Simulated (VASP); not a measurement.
Set up this calculation in VASP 6.6.1, as the native input.

```yaml
Task: relaxation of cell and atoms
Functional: PBE
Potentials_or_basis: VASP PAW PBE potentials, release 64 (Rb_sv, Br)
Cutoff: 600 eV
k_mesh: 9 × 9 × 9
Occupations: fermi-dirac, width 0.05 eV
Spin: no spin polarisation
Dipole_correction: no
Further_INCAR_settings: ALGO = Normal; EDIFF = 1e-06; IBRION = 2; EDIFFG = -0.005; NSW = 100; ISIF = 3
```

The structure of RbBr (rocksalt type) lies in POSCAR:

```
RbBr
1.0
    0.0000000000      3.0871072875      3.0871072875
    3.0871072875      0.0000000000      3.0871072875
    3.0871072875      3.0871072875      0.0000000000
Rb Br
1 1
Direct
    0.0000000000      0.0000000000      0.0000000000
    0.5000000000      0.5000000000      0.5000000000
```

One way to write it, as run:

INCAR

```
PREC     = Accurate       # precision mode
ENCUT    = 600            # plane-wave cutoff, eV
EDIFF    = 1E-6           # SCF threshold, eV
ISMEAR   = -1             # smearing method
SIGMA    = 0.05           # smearing width, eV
LREAL    = F              # projectors in reciprocal space
LASPH    = T              # aspherical terms in the spheres
NELM     = 60             # most SCF steps
ALGO     = Normal         # electronic algorithm
ISIF     = 3              # what is computed and relaxed
LWAVE    = F              # write WAVECAR
LCHARG   = F              # write CHGCAR
GGA      = PE             # functional
IBRION   = 2              # ionic algorithm
NSW      = 100            # ionic steps
EDIFFG   = -0.005         # ionic threshold
```

KPOINTS

```
Automatic mesh
0
Gamma
  9 9 9
```

Potentials or basis: VASP PAW PBE potentials, release 64 (Rb_sv, Br).

Run with:

```bash
$ cat potpaw_PBE.64/Rb_sv/POTCAR potpaw_PBE.64/Br/POTCAR > POTCAR
$ mpirun -np 1 vasp_std > vasp.out
```

It gave:

```
Relaxed volume                         : 43.21 Å³/atom
Relaxed cell                           : a = 4.963 Å, b = 4.963 Å, c = 4.963 Å, α = 60.00°, β = 60.00°, γ = 60.00°
Space group after relaxing (to 0.05 Å) : Fm-3m (No. 225)
Energy gained by relaxing              : 353.4 meV/atom
Ionic steps                            : 23
Pressure after relaxing                : 0.0 GPa
Band gap on the k mesh                 : 4.19 eV, direct
```

Caveat: the volume moved by over 15 % at a fixed basis, so the end points are rough.

Wall time 2.1 min on 1 thread of AMD EPYC 9R45 (Zen 5), with other jobs on the host, peak memory 0.19 GiB.
